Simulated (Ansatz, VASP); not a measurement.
**TiC: VASP beside Ansatz**

```
Ti C
1.0
     0.00000    2.16572    2.16572
     2.16572    0.00000    2.16572
     2.16572    2.16572    0.00000
Ti C
1 1
Cartesian
  0.0000 0.0000 0.0000
  2.1657 2.1657 2.1657
```

Alike in both runs: task single point; functional PBE; k mesh 11 × 11 × 11; occupations gaussian, width 0.018 eV; no spin polarisation.

```csv
,VASP,Ansatz
version,VASP 6.6.1,Ansatz 0.2.0
potentials or method,"VASP PAW PBE potentials, release 64 (Ti_sv, C), cutoff 520 eV","all-electron LAPW, scalar-relativistic"
```

Ansatz gave:

```
gap on the k mesh at the Fermi level (eV) : none
pressure (GPa)                            : 0.2
```

Which values does VASP return?

gap on the k mesh at the Fermi level (eV): none; pressure (GPa): 0.5.

A gap of «none» marks a metal or a gap that the smearing closes. Ansatz ran all-electron here, and VASP with PAW potentials.
